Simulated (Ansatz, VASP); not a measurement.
InPd in VASP and in Ansatz

```xyz
2
Lattice="0.0000 2.7461 2.7461 2.7461 0.0000 2.7461 2.7461 2.7461 0.0000" Properties=species:S:1:pos:R:3 pbc="T T T"
In    0.0000    0.0000    0.0000
Pd    2.7461    2.7461    2.7461
```

Change from the starting cell: species swapped into the PrS type (Fm-3m, No. 225).

Alike in both runs: functional PBE; k mesh 18 × 18 × 18; occupations gaussian, width 0.1 eV; no spin polarisation.

Ansatz relaxed the structure, and its values are those at the end. VASP's run is a single point on that final structure, the one shown.

|  | VASP | Ansatz |
| --- | --- | --- |
| version | VASP 6.6.1 | Ansatz 0.2.0 |
| potentials or method | VASP PAW PBE potentials, release 64 (In_d, Pd), cutoff 520 eV | scalar-relativistic, plane waves, PAW |
| valence electrons in the cell | 23 | 31 |

Ansatz gave:

* gap on the k mesh at the Fermi level (eV): none
* pressure (GPa): 0.0

Question: What did VASP give for the same quantities?

Answer: gap on the k mesh at the Fermi level (eV): none; pressure (GPa): 0.2.

A gap of «none» marks a metal or a gap that the smearing closes. The functional is the same, so the differences come from potentials, cutoffs and numerics. VASP's potentials hold 23 valence electrons a cell and Ansatz's 31, so a difference there can come from the potentials and not from the codes.
